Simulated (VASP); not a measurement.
# ZrS2 (P-3m1) in VASP: a series of runs

Runs on ZrS2. Level: PBEsol. Tasks: vibrations by perturbation theory.

All numbers are computed with VASP 6.6.1; they aren't measurements. Logs are shortened: lines on timing, memory, paths and dates and some standing lists are left out, and cuts for length are marked.

## (1) The cell of the first run

It takes space group P-3m1 (No. 164, trigonal). The conventional cell has a = 3.561 Å, b = 3.561 Å, c = 5.484 Å, α = 90.00°, β = 90.00°, γ = 120.00°. Zr (site symmetry -3m) has 6 S at 2.53 Å within 3.3 Å. S (site symmetry 3m) has 3 Zr at 2.53 Å and 3 S at 3.27 Å within 3.3 Å.

## (2) Vibrations by perturbation theory, PBEsol

Input file INCAR:

```
SYSTEM = ZrS2
ALGO = Normal ; EDIFF = 1E-8
ENCUT = 500 ; GGA = PS
GGA_COMPAT = .False. ; IBRION = 8
ISIF = 2 ; ISMEAR = 0
LASPH = .True. ; LCHARG = .True.
LREAL = .False. ; LWAVE = .False.
NBANDS = 19 ; NELM = 120
NSW = 1 ; PREC = Accurate
SIGMA = 0.01
```

Input file KPOINTS:

```
k-points
0
Gamma
  12 12 8
  0 0 0
```

Input file POSCAR:

```
ZrS2
1.0
    3.5609329145      0.0000000000      0.0000000000
   -1.7804664573      3.0838583651      0.0000000000
    0.0000000000      0.0000000000      5.4842464705
Zr S
1 2
Direct
    0.0000000000      0.0000000000      0.0000000000
    0.3333333333      0.6666666667      0.2680967759
    0.6666666667      0.3333333333      0.7319032241
```

Potentials or basis: VASP PAW PBE potentials, release 64 (Zr_sv, S).

Command:

```bash
> cat potpaw_PBE.64/Zr_sv/POTCAR potpaw_PBE.64/S/POTCAR > POTCAR
> mpirun -np 1 vasp_std > vasp.out
```

OUTCAR:

```text
SYSTEM = ZrS2
   EDIFF = 1E-8
   ENCUT = 500
   GGA = PS
   IBRION = 8
   ISIF = 2
   ISMEAR = 0
   LASPH = .True.
   LREAL = .False.
   NELM = 120
   NSW = 1
   PREC = Accurate

 ion  position               nearest neighbor table
   1  0.000  0.000  0.000-   2 2.53   3 2.53   2 2.53   3 2.53   3 2.53   2 2.53
   2  0.333  0.667  0.268-   1 2.53   1 2.53   1 2.53
   3  0.667  0.333  0.732-   1 2.53   1 2.53   1 2.53

  LATTYP: Found a hexagonal cell.
 ALAT       =     3.5609329145
 C/A-ratio  =     1.5401150772

  Lattice vectors:

 A1 = (   3.5609329145,   0.0000000000,   0.0000000000)
 A2 = (  -1.7804664573,   3.0838583651,   0.0000000000)
 A3 = (   0.0000000000,   0.0000000000,   5.4842464705)

Analysis of symmetry for initial positions (statically):
=====================================================================
 Subroutine PRICEL returns:
 Original cell was already a primitive cell.

 Routine SETGRP: Setting up the symmetry group for a
 hexagonal supercell.

 Subroutine GETGRP returns: Found 12 space group operations
 (whereof 12 operations were pure point group operations)
 out of a pool of 24 trial point group operations.

The static configuration has the point symmetry D_3d.

Analysis of symmetry for dynamics (positions and initial velocities):
=====================================================================
 Subroutine PRICEL returns:
 Original cell was already a primitive cell.

 Routine SETGRP: Setting up the symmetry group for a
 hexagonal supercell.

 Subroutine GETGRP returns: Found 12 space group operations
 (whereof 12 operations were pure point group operations)
 out of a pool of 24 trial point group operations.

The dynamic configuration has the point symmetry D_3d.

 Subroutine INISYM returns: Found 12 space group operations
 (whereof 12 operations are pure point group operations),
 and found     1 'primitive' translations

----------------------------------------------------------------------------------------

                                     Primitive cell

  volume of cell :      60.2248

  direct lattice vectors                    reciprocal lattice vectors
     3.560932914  0.000000000  0.000000000     0.280825285  0.162134554  0.000000000
    -1.780466457  3.083858365  0.000000000     0.000000000  0.324269108  0.000000000
     0.000000000  0.000000000  5.484246470     0.000000000  0.000000000  0.182340456

  length of vectors
     3.560932914  3.560932914  5.484246470     0.324269108  0.324269108  0.182340456

  position of ions in fractional coordinates (direct lattice)
     0.000000000  0.000000000  0.000000000
     0.333333333  0.666666667  0.268096776
     0.666666667  0.333333333  0.731903224

  ion indices of the primitive-cell ions
   primitive index   ion index
                 1           1
                 2           2
                 3           3

----------------------------------------------------------------------------------------

 KPOINTS: k-points

Automatic generation of k-mesh.
 Grid dimensions read from file:
 generate k-points for:   12   12    8

 Generating k-lattice:
[... 91 lines left out ...]
   LEPSILON=     F    determine dielectric tensor
   LRPA    =     F    only Hartree local field effects (RPA)
 non-spin polarized calculation
 Gauss-broadening in eV      SIGMA  =   0.01
  energy-cutoff  :      500.00
  volume of cell :       60.22
 maximum number of plane-waves:      1568
 NGX is ok and might be reduce to    28
   NGX = 13   NGY = 13   NGZ = 19

--------------------------------------- Ionic step        1  -------------------------------------------

 number of electron      24.0000001 magnetization

 Free energy of the ion-electron system (eV)
  ---------------------------------------------------
  ext. energy  EPLUGINS =         0.00000000
  ---------------------------------------------------
  free energy    TOTEN  =       -22.49029441 eV

  energy without entropy =      -22.49029441  energy(sigma->0) =      -22.49029441

 E-fermi :   6.4767     XC(G=0): -10.4643

 val. band max:        6.4116276376   @ k =   0.0000   0.0000   0.0000
 cond. band min:       6.6024938826   @ k =   0.5000   0.0000   0.5000
 fundamental gap:      0.1908662450
 Fermi energy:         6.4766669664

 k-point     1 :       0.0000    0.0000    0.0000
  band No.  band energies     occupation
      1     -42.6650      2.00000
      2     -20.8234      2.00000
      3     -20.6181      2.00000
      4     -20.6181      2.00000
      5      -7.2117      2.00000
      6      -5.1997      2.00000
[... 505 lines left out ...]
      6      -5.3601      2.00000
[... 11 lines left out ...]
     18      12.9100      0.00000
     19      13.9790      0.00000

 [... further k-points ...]

------------------------ aborting loop because EDIFF is reached ----------------------------------------

  FORCE on cell =-STRESS in cart. coord.  units (eV):
  Direction    XX          YY          ZZ          XY          YZ          ZX
  --------------------------------------------------------------------------------------
  -------------------------------------------------------------------------------------
  Total        1.5257661      1.5257661      1.5429610     -0.0000000      0.0000000      0.0000000
  in kB       40.5904036     40.5904036     41.0478427     -0.0000000      0.0000000      0.0000000
  external PRESSURE =      40.7428833 kB  Pullay stress =       0.0000000 kB

 VOLUME and BASIS-vectors are now :
 -----------------------------------------------------------------------------
  energy-cutoff  :      500.00
  volume of cell :       60.22
      direct lattice vectors                 reciprocal lattice vectors
     3.560932914  0.000000000  0.000000000     0.280825285  0.162134554  0.000000000
    -1.780466457  3.083858365  0.000000000     0.000000000  0.324269108  0.000000000
     0.000000000  0.000000000  5.484246470     0.000000000  0.000000000  0.182340456

 POSITION                                       TOTAL-FORCE (eV/Angst)
 -----------------------------------------------------------------------------------
      0.00000      0.00000      0.00000         0.000000      0.000000      0.000000
     -0.00000      2.05591      1.47031         0.000000     -0.000000      0.014839
      1.78047      1.02795      4.01394        -0.000000      0.000000     -0.014839
 -----------------------------------------------------------------------------------
    total drift:                               -0.000000      0.000000      0.000000

  FREE ENERGIE OF THE ION-ELECTRON SYSTEM (eV)
  ---------------------------------------------------
  free  energy   TOTEN  =       -22.4902944104 eV

  energy  without entropy=      -22.4902944104  energy(sigma->0) =      -22.49029441

[... ionic steps 2 to 3 ...]

--------------------------------------- Ionic step        4  -------------------------------------------

------------------------ aborting loop because EDIFF is reached ----------------------------------------
[... 11 lines left out ...]
[... ionic steps 8 to 8 ...]

--------------------------------------- Ionic step        9  -------------------------------------------

 Free energy of the ion-electron system (eV)
  ---------------------------------------------------
  ---------------------------------------------------
  free energy    TOTEN  =        -0.12339704 eV

  energy without entropy =       -0.12339704

------------------------ aborting loop because EDIFF is reached ----------------------------------------

 INTERNAL STRAIN TENSOR  FOR ION    2  DIRECTION 3   (eV/Angst):
 -----------------------------------------------------------------------------
   -10.58080  0.00000  0.00000
     0.00000-10.58080  0.00000
    -0.00000  0.00000-14.92871

 INTERNAL STRAIN TENSOR FOR ION    3 for displacements in x,y,z  (eV/Angst):
          X           Y           Z          XY          YZ          ZX
  --------------------------------------------------------------------------------
  x     0.00000    -0.00000     0.00000    -4.24998    -0.00000    10.06577
  y    -4.24998     4.24998     0.00000    -0.00000    11.17385    -0.00000
  z    10.58080    10.58080    14.92871    -0.00000     0.00000     0.00000

 SECOND DERIVATIVES (NOT SYMMETRIZED)
 ------------------------------------
               1X          1Y          1Z          2X          2Y          2Z          3X          3Y          3Z
  1X    -4.158915    0.000000    0.000000    2.079457   -0.000000    0.000000    2.079457   -0.000000    0.000000
  1Y     0.000000   -4.158915    0.000000   -0.000000    2.079457    0.000000   -0.000000    2.079457    0.000000
  1Z     0.000000    0.000000  -15.774797   -0.000000   -0.000000    7.887398   -0.000000   -0.000000    7.887398
  2X     2.074860   -0.000000    0.000000   -4.978323    0.000000   -0.000000    2.903462   -0.000000    0.000000
  2Y    -0.000000    2.074860    0.000000    0.000000   -4.978323    0.000000   -0.000000    2.903462    0.000000
  2Z     0.000000    0.000000    7.891567    0.000000    0.000000  -10.617287    0.000000    0.000000    2.725720
  3X     2.074860   -0.000000    0.000000    2.903462   -0.000000    0.000000   -4.978323    0.000000   -0.000000
  3Y    -0.000000    2.074860    0.000000   -0.000000    2.903462    0.000000    0.000000   -4.978323    0.000000
  3Z     0.000000    0.000000    7.891567    0.000000    0.000000    2.725720    0.000000    0.000000  -10.617287

 Eigenvectors and eigenvalues of the dynamical matrix
 ----------------------------------------------------

   1 f  =   10.119803 THz    63.584599 2PiTHz  337.560298 cm-1    41.852124 meV
             X         Y         Z           dx          dy          dz
      0.000000  0.000000  0.000000    -0.000000   -0.000000   -0.642401
     -0.000000  2.055906  1.470309    -0.000000   -0.000000    0.541905
      1.780466  1.027953  4.013938     0.000000    0.000000    0.541905
[... 43 lines left out ...]
   9 f/i=    0.002829 THz     0.017776 2PiTHz    0.094368 cm-1     0.011700 meV
             X         Y         Z           dx          dy          dz
      0.000000  0.000000  0.000000    -0.751463   -0.148190   -0.000000
     -0.000000  2.055906  1.470309    -0.446022   -0.087957   -0.000000
      1.780466  1.027953  4.013938    -0.446022   -0.087957   -0.000000

--------------------------------------------------------------------------------------------------------

 ELASTIC MODULI CONTR FROM IONIC RELAXATION (kBar)
 Direction    XX          YY          ZZ          XY          YZ          ZX
 --------------------------------------------------------------------------------
 XX        -568.3563   -324.4942   -629.8722      0.0000    320.5756     -0.0000
 YY        -324.4942   -568.3563   -629.8722      0.0000   -320.5756      0.0000
 ZZ        -629.8722   -629.8722   -888.7019      0.0000     -0.0000     -0.0000
 XY           0.0000      0.0000      0.0000   -121.9311      0.0000    288.7850
 YZ         320.5756   -320.5756     -0.0000      0.0000   -842.8425      0.0000
 ZX          -0.0000      0.0000     -0.0000    288.7850      0.0000   -683.9663
 --------------------------------------------------------------------------------
```

Run time: 34 min. Hardware: 1 thread of Intel Xeon Platinum 8259CL at 2.50GHz (Skylake/Cascade Lake), shared host; peak memory 1.4 GiB.

Results:

```yaml
Highest_phonon_frequency_at_Γ_LO-TO_splitting_left_out: 338 cm⁻¹
```

Phonon frequencies in cm⁻¹ (negative: imaginary):
| q point | frequencies |
| --- | --- |
| (0.000, 0.000, 0.000) | 0 0 0 173 173 259 259 336 338 |

Caveat: the cell stands under pressure or tension, which shifts response properties; the PAW data sets were made with another functional, which shifts forces and pressure a little.

## (3) Vibrations by perturbation theory, PBEsol

This run uses another cell than the first one, of 18.09 Å³/atom.

Input file INCAR:

```
PREC = Accurate
ENCUT = 500
EDIFF = 1E-8
ISMEAR = -1
SIGMA = 0.15
LREAL = F
LASPH = T
NELM = 120
ALGO = Normal
ISIF = 2
LWAVE = F
LCHARG = T
GGA = PS
IBRION = 8
NSW = 1
GGA_COMPAT = F
```

Input file KPOINTS:

```
Automatic mesh
0
Gamma
  12 12 8
```

Input file POSCAR:

```
ZrS2
1.0
    3.4530479128      0.0000000000      0.0000000000
   -1.7265239564      2.9904272130      0.0000000000
    0.0000000000      0.0000000000      5.2544895371
Zr S
1 2
Direct
    0.0000000000      0.0000000000      0.0000000000
    0.3333333333      0.6666666667      0.2852072967
    0.6666666667      0.3333333333      0.7147927033
```

Potentials or basis: VASP PAW PBE potentials, release 64 (Zr_sv, S).

Command:

```bash
> cat potpaw_PBE.64/Zr_sv/POTCAR potpaw_PBE.64/S/POTCAR > POTCAR
> mpirun -np 1 vasp_std > vasp.out
```

OUTCAR:

```text
PREC = Accurate
   ENCUT = 500
   EDIFF = 1E-8
   ISMEAR = -1
   LREAL = F
   LASPH = T
   NELM = 120
   ISIF = 2
   GGA = PS
   IBRION = 8
   NSW = 1

 ion  position               nearest neighbor table
   1  0.000  0.000  0.000-   2 2.49   3 2.49   3 2.49   2 2.49   3 2.49   2 2.49
   2  0.333  0.667  0.285-   1 2.49   1 2.49   1 2.49
   3  0.667  0.333  0.715-   1 2.49   1 2.49   1 2.49

  LATTYP: Found a hexagonal cell.
 ALAT       =     3.4530479128
 C/A-ratio  =     1.5216960986
[... 733 lines left out ...]
  2Z     0.000000    0.000000    9.419444    0.000000   -0.000000  -12.801506    0.000000    0.000000    3.382062
  3X     2.774163    0.000000    0.000000    2.778906    0.000000    0.000000   -5.553069    0.000000    0.000000
  3Y     0.000000    2.774163    0.000000    0.000000    2.778906    0.000000    0.000000   -5.553069    0.000000
  3Z     0.000000    0.000000    9.419444    0.000000    0.000000    3.382062    0.000000   -0.000000  -12.801506

 Eigenvectors and eigenvalues of the dynamical matrix
 ----------------------------------------------------

   1 f  =   11.106200 THz    69.782310 2PiTHz  370.462941 cm-1    45.931530 meV
             X         Y         Z           dx          dy          dz
      0.000000  0.000000  0.000000     0.000000   -0.000000   -0.000000
     -0.000000  1.993618  1.498619     0.000000   -0.000000   -0.707107
      1.726524  0.996809  3.755871    -0.000000    0.000000    0.707107
[... 43 lines left out ...]
   9 f/i=    0.021395 THz     0.134429 2PiTHz    0.713664 cm-1     0.088483 meV
             X         Y         Z           dx          dy          dz
      0.000000  0.000000  0.000000    -0.763823    0.016267   -0.000000
     -0.000000  1.993618  1.498619    -0.456136    0.009714   -0.000000
      1.726524  0.996809  3.755871    -0.456136    0.009714   -0.000000

--------------------------------------------------------------------------------------------------------

 ELASTIC MODULI CONTR FROM IONIC RELAXATION (kBar)
 Direction    XX          YY          ZZ          XY          YZ          ZX
 --------------------------------------------------------------------------------
 XX        -689.5189   -336.0918   -604.4413     -0.0000    402.5997      0.0000
 YY        -336.0918   -689.5189   -604.4413     -0.0000   -402.5997      0.0000
 ZZ        -604.4413   -604.4413   -712.4521     -0.0000      0.0000      0.0000
 XY          -0.0000     -0.0000     -0.0000   -176.7136      0.0000    363.5526
 YZ         402.5997   -402.5997      0.0000      0.0000   -917.2276     -0.0000
 ZX           0.0000      0.0000      0.0000    363.5526     -0.0000   -747.9365
 --------------------------------------------------------------------------------
```

stdout:

```text
POSCAR found type information on POSCAR ZrS
 POSCAR found :  2 types and       3 ions
 scaLAPACK will be used
 -----------------------------------------------------------------------------
|                                                                             |
|                                                                             |
|     You enforced a specific xc type in the INCAR file but a different       |
|     I HOPE YOU KNOW WHAT YOU ARE DOING!                                     |
|                                                                             |
 -----------------------------------------------------------------------------

 LDA part: xc-table for (Slater+PW92), standard interpolation
 POSCAR, INCAR and KPOINTS ok, starting setup
 FFT: planning ... GRIDC
 FFT: planning ... GRID_SOFT
 FFT: planning ... GRID
 WAVECAR not read
 entering main loop
 Linear response reoptimize wavefunctions to high precision
 Linear response DOF=           4
 Linear response progress:
 first order change of Fermi-energy   0.93859E-04
 force on displaced ion       1 direction 1 :  -5.629   0.000   0.000
 Linear response progress:
 first order change of Fermi-energy   0.37085E-04
 force on displaced ion       1 direction 3 :   0.000  -0.000 -18.831
 Linear response progress:
 first order change of Fermi-energy  -0.90962E-05
 force on displaced ion       2 direction 1 :  -5.553   0.001   0.000
 Linear response progress:
 first order change of Fermi-energy   0.87496E-01
 force on displaced ion       2 direction 3 :  -0.000   0.000 -12.802
 Linear response finished
```

Wall time 22 min (1 thread of Intel Xeon Platinum 8488C (Sapphire Rapids), shared host); peak memory 0.99 GiB.

Results:

| Quantity | Value |
| --- | --- |
| Highest phonon frequency at Γ, LO-TO splitting left out | 370 cm⁻¹ |

Phonon frequencies in cm⁻¹ (negative: imaginary):
```tsv
q point	frequencies
(0.000, 0.000, 0.000)	-1 -1 0 201 201 266 266 369 370
```

Caveat: the cell stands under pressure or tension, which shifts response properties; the PAW data sets were made with another functional, which shifts forces and pressure a little.

(Continued in part 2 of 2.)
